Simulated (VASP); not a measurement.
Input of a VASP 6.6.1 run:

INCAR

```
SYSTEM = O
PREC = Accurate
ENCUT = 520
EDIFF = 1E-6
ISMEAR = -1
SIGMA = 0.03
LREAL = .FALSE.
LASPH = .TRUE.
NELM = 60
ALGO = Normal
ISIF = 2
LWAVE = .FALSE.
LCHARG = .TRUE.
GGA = PE
LELF = .TRUE.
LVHAR = .TRUE.
NBANDS = 9
```

File KPOINTS:

```
Automatic mesh
0
G
  18 18 18
  0 0 0
```

Contents of POSCAR:

```
O
1.0
    1.9971396344      0.0000000000      0.0000000000
    0.0000000000      1.9971396344      0.0000000000
    0.0000000000      0.0000000000      1.9971396344
O
1
Direct
    0.0000000000      0.0000000000      0.0000000000
```

Potentials or basis: VASP PAW PBE potentials, release 64 (O).

Command:

```console
$ cat potpaw_PBE.64/O/POTCAR > POTCAR
$ mpirun -np 1 vasp_std > vasp.out
```

(1) Estimate the pressure.

(2) Estimate the band gap on the k mesh.

Results:

(1) -0.4 GPa.

(2) zero (band 3 reaches 4.60 eV, above the bottom of band 4 at -0.98 eV).
